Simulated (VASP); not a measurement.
Wanted: the native input for a VASP 6.6.1 run.

```
Task                   : single point
Functional             : PBEsol
Potentials or basis    : VASP PAW PBE potentials, release 64 (Sb)
Cutoff                 : 520 eV
k mesh                 : 12 × 12 × 12
Occupations            : fermi-dirac, width 0.05 eV
Spin                   : no spin polarisation
Dipole correction      : no
Further INCAR settings : ALGO = Normal; EDIFF = 1e-07; NBANDS = 8
```

The structure of Sb lies in POSCAR:

```
Sb
1.0
   -1.5443568632      1.5443568632      2.6565772150
    1.5443568632     -1.5443568632      2.6565772150
    1.5443568632      1.5443568632     -2.6565772150
Sb
1
Direct
    0.0000000000      0.0000000000      0.0000000000
```

This cell differs from its parent crystal: volume scaled by 0.94.

One way to write it, as run:

INCAR

```
  PREC = Accurate
  ENCUT = 520
  EDIFF = 1E-7
  ISMEAR = -1
  SIGMA = 0.05
  LREAL = F
  LASPH = T
  NELM = 100
  ALGO = Normal
  ISIF = 2
  LWAVE = F
  LCHARG = F
  GGA = PS
  NBANDS = 8
```

KPOINTS

```
Automatic mesh
0
Gamma
  12 12 12
```

Potentials or basis: VASP PAW PBE potentials, release 64 (Sb).

The run is started by

```console
$ cat potpaw_PBE.64/Sb/POTCAR > POTCAR
$ mpirun -np 1 vasp_std > vasp.out
```

Results of the run:

```
Pressure : 3.2 GPa
```

Caveat: the PAW data sets were made with another functional, which shifts forces and pressure a little.

Run time: 26 s on 1 thread of Intel(R) Xeon(R) Platinum 8488C (Sapphire Rapids), with other jobs on the host, peak memory 0.17 GiB.
